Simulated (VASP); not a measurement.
# Mg in VASP: further runs, part 2 of 2

VASP 6.6.1. The steps go on from the part before.

## 4. Single point, PBEsol (strain -0.080 along x and y, -0.040 along z)

INCAR reads:

```
  PREC = Accurate
  ENCUT = 520
  EDIFF = 1E-6
  ISMEAR = 0
  SIGMA = 0.15
  LREAL = False
  LASPH = True
  NELM = 80
  ALGO = Normal
  ISIF = 2
  LWAVE = False
  LCHARG = False
  GGA = PS
  NBANDS = 7
```

KPOINTS reads:

```
regular mesh
0
Gamma
  24 24 24
```

POSCAR reads:

```
Mg
1.0
   -1.6360828613      1.6360828613      1.7072168988
    1.6360828613     -1.6360828613      1.7072168988
    1.6360828613      1.6360828613     -1.7072168988
Mg
1
Direct
    0.0000000000      0.0000000000      0.0000000000
```

Potentials or basis: VASP PAW PBE potentials, release 64 (Mg).

Launch:

```bash
$ cat potpaw_PBE.64/Mg/POTCAR > POTCAR
$ mpirun -np 1 vasp_std > vasp.out
```

OUTCAR:

```text
PREC = Accurate
   ENCUT = 520
   EDIFF = 1E-6
   ISMEAR = 0
   LREAL = False
   LASPH = True
   NELM = 80
   ISIF = 2
   GGA = PS

 ion  position               nearest neighbor table
   1  0.000  0.000  0.000-

  LATTYP: Found a body centered tetragonal cell.
 ALAT       =     3.2721657226
 C/A-ratio  =     1.0434782609

  Lattice vectors:

 A1 = (  -1.6360828613,   1.6360828613,   1.7072168988)
 A2 = (   1.6360828613,  -1.6360828613,   1.7072168988)
 A3 = (   1.6360828613,   1.6360828613,  -1.7072168988)

Analysis of symmetry for initial positions (statically):
=====================================================================
 Subroutine PRICEL returns:
 Original cell was already a primitive cell.

 Routine SETGRP: Setting up the symmetry group for a
 body centered tetragonal supercell.

 Subroutine GETGRP returns: Found 16 space group operations
 (whereof 16 operations were pure point group operations)
 out of a pool of 16 trial point group operations.

The static configuration has the point symmetry D_4h.

Analysis of symmetry for dynamics (positions and initial velocities):
=====================================================================
 Subroutine PRICEL returns:
 Original cell was already a primitive cell.

 Routine SETGRP: Setting up the symmetry group for a
 body centered tetragonal supercell.

 Subroutine GETGRP returns: Found 16 space group operations
 (whereof 16 operations were pure point group operations)
 out of a pool of 16 trial point group operations.

The dynamic configuration has the point symmetry D_4h.

 Subroutine INISYM returns: Found 16 space group operations
 (whereof 16 operations are pure point group operations),
 and found     1 'primitive' translations

----------------------------------------------------------------------------------------

[... 110 lines left out ...]
     AMIX_MAG =   1.60;   BMIX_MAG =  1.00
  volume/ion in A,a.u.               =      18.28       123.35
  Fermi-wavevector in a.u.,A,eV,Ry     =   0.783006  1.479667  8.341709  0.613098
  Thomas-Fermi vector in A             =   1.886846
   LORBIT       =      0    0 simple, 1 ext, 2 COOP (PROOUT), +10 PAW based schemes
   GGA     = PS    functional components
   LHFCALC =     F    Hartree Fock is set to
   AEXX    =    0.0000 exact exchange contribution
   IVDW    =     0    specifies the selected vdW correction
   LEPSILON=     F    determine dielectric tensor
   LRPA    =     F    only Hartree local field effects (RPA)
 non-spin polarized calculation
 Gauss-broadening in eV      SIGMA  =   0.15
  energy-cutoff  :      520.00
  volume of cell :       18.28
 maximum number of plane-waves:       510
 NGX is ok and might be reduce to    24
   NGX = 11   NGY = 11   NGZ = 11

 number of electron       2.0000000 magnetization

 Free energy of the ion-electron system (eV)
  ---------------------------------------------------
  ext. energy  EPLUGINS =         0.00000000
  ---------------------------------------------------
  free energy    TOTEN  =        -1.57179187 eV

  energy without entropy =       -1.56808110  energy(sigma->0) =       -1.56993648

 E-fermi :   3.9248     XC(G=0):  -9.2837

 val. band max:        3.9199373602   @ k =  -0.0833  -0.4583   0.0833
 cond. band min:       3.9340335185   @ k =  -0.3333  -0.4583   0.2917
 fundamental gap:      0.0140961583
 Fermi energy:         3.9247508728

 k-point     1 :       0.0000    0.0000    0.0000
  band No.  band energies     occupation
      1      -4.0745      2.00000
      2      18.2232      0.00000
      3      18.2232      0.00000
      4      19.1879      0.00000
      5      20.2789      0.00000
      6      21.3663      0.00000
      7      21.7990      0.00000
[... 221 lines left out ...]
 k-point    24 :       0.4583    0.0417   -0.0000
  band No.  band energies     occupation
      1       1.8027      2.00000
      2       3.2310      2.00000
      3      13.1649      0.00000
      4      15.2646      0.00000
      5      16.3130      0.00000
      6      18.1364      0.00000
      7      24.8837      0.00000

 [... further k-points ...]

------------------------ aborting loop because EDIFF is reached ----------------------------------------

  FORCE on cell =-STRESS in cart. coord.  units (eV):
  Direction    XX          YY          ZZ          XY          YZ          ZX
  --------------------------------------------------------------------------------------
  -------------------------------------------------------------------------------------
  Total        1.3135290      1.3135290      1.3024751      0.0000000      0.0000000      0.0000000
  in kB      115.1306566    115.1306566    114.1617825      0.0000000      0.0000000      0.0000000
  external PRESSURE =     114.8076986 kB  Pullay stress =       0.0000000 kB

 VOLUME and BASIS-vectors are now :
 -----------------------------------------------------------------------------
  energy-cutoff  :      520.00
  volume of cell :       18.28
      direct lattice vectors                 reciprocal lattice vectors
    -1.636082861  1.636082861  1.707216899     0.000000000  0.305607993  0.292874327
     1.636082861 -1.636082861  1.707216899     0.305607993  0.000000000  0.292874327
     1.636082861  1.636082861 -1.707216899     0.305607993  0.305607993  0.000000000

 POSITION                                       TOTAL-FORCE (eV/Angst)
 -----------------------------------------------------------------------------------
      0.00000      0.00000      0.00000        -0.000000      0.000000      0.000000
 -----------------------------------------------------------------------------------
    total drift:                                0.000000     -0.000000     -0.000000

  FREE ENERGIE OF THE ION-ELECTRON SYSTEM (eV)
  ---------------------------------------------------
  free  energy   TOTEN  =        -1.5717918667 eV

  energy  without entropy=       -1.5680811011  energy(sigma->0) =       -1.56993648
```

Wall time 1.7 min (1 thread of Intel Xeon 8259CL, shared host); peak memory 0.26 GiB.

Results:

| Property | Result |
| --- | --- |
| Free energy | -1.5718 eV |
| Pressure | 11.5 GPa |
| Band gap on the k mesh | zero (bands 1 and 2 overlap by 4.74 eV) |

Stress tensor (GPa, compression positive):
```
11.51  0.00  0.00
 0.00 11.51  0.00
 0.00  0.00 11.42
```

Levels at points of the mesh, in eV from the Fermi level:
```csv
k point,band 1,band 2,band 3,band 4
"(0.00, 0.00, 0.00)",-8.00,14.30,14.30,15.26
"(0.50, 0.00, 0.00)",-1.91,-0.99,9.75,11.55
"(0.50, 0.50, 0.00)",-1.68,-0.68,8.91,10.70
"(0.50, 0.50, 0.50)",3.75,3.84,4.28,4.99
```

Caveat: the cell differs from its parent crystal (strain -0.080 along x and y, -0.040 along z); the cell stands under pressure; the PAW data sets were made with another functional, which shifts forces and pressure a little.

## 5. Single point, PBEsol (strain -0.040 along x and y, -0.080 along z)

INCAR reads:

```
SYSTEM = Mg
ALGO = Fast
EDIFF = 1E-6
ENCUT = 520
GGA = PS
ISIF = 2
ISMEAR = 0
LASPH = .TRUE.
LCHARG = .TRUE.
LELF = .TRUE.
LREAL = .FALSE.
LVHAR = .TRUE.
LWAVE = .FALSE.
NBANDS = 7
NELM = 100
PREC = Accurate
SIGMA = 0.15
```

KPOINTS reads:

```
k-points
0
G
  24 24 24
  0 0 0
```

POSCAR reads:

```
Mg
1.0
   -1.7072168988      1.7072168988      1.6360828613
    1.7072168988     -1.7072168988      1.6360828613
    1.7072168988      1.7072168988     -1.6360828613
Mg
1
Direct
    0.0000000000      0.0000000000      0.0000000000
```

Launch:

```bash
$ cat potpaw_PBE.64/Mg/POTCAR > POTCAR
$ mpirun -np 1 vasp_std > vasp.out
```

Wall time 1.8 min (1 thread of Intel Xeon 8259CL, shared host); peak memory 0.27 GiB.

Results (log left out):

```
Free energy            : -1.6201 eV
Pressure               : 8.4 GPa
Band gap on the k mesh : zero (bands 1 and 2 overlap by 4.90 eV)
```

Stress tensor (GPa, compression positive):
```
8.22 0.00 0.00
0.00 8.22 0.00
0.00 0.00 8.74
```

Levels at points of the mesh, in eV from the Fermi level:
```csv
k point,band 1,band 2,band 3,band 4,band 5
"(0.00, 0.00, 0.00)",-7.81,13.64,14.62,14.62,15.97
"(0.50, 0.00, 0.00)",-1.71,-0.80,9.01,10.58,11.17
"(0.50, 0.50, 0.00)",-1.93,-1.12,9.86,11.42,12.07
"(0.50, 0.50, 0.50)",3.78,4.05,4.05,4.21,5.21
```

Caveat: the cell differs from its parent crystal (strain -0.040 along x and y, -0.080 along z); the cell stands under pressure; the PAW data sets were made with another functional, which shifts forces and pressure a little.

## 6. The runs side by side

| cell | gap on the mesh (eV) | pressure (GPa) |
| --- | --- | --- |
| a = 2.834 Å, angles 109.5°, 1 atom | none | 15.0 |
| a = 2.957 Å, angles 109.5°, 1 atom | none | 5.7 |
| a = 2.875 Å, angles 110.6, 110.6, 107.2°, 1 atom | none | 11.5 |
| a = 2.916 Å, angles 108.3, 108.3, 111.8°, 1 atom | none | 8.4 |

Alike in all rows: task single point; level PBEsol; potentials or basis VASP PAW PBE potentials, release 64 (Mg); no spin polarisation; k mesh 24 × 24 × 24; cutoff (eV) 520; smearing gaussian 0.15 eV.

Caveats: the cell stands under pressure; the PAW data sets were made with another functional, which shifts forces and pressure a little.

Absolute energies hang on the potentials; compare differences alone.
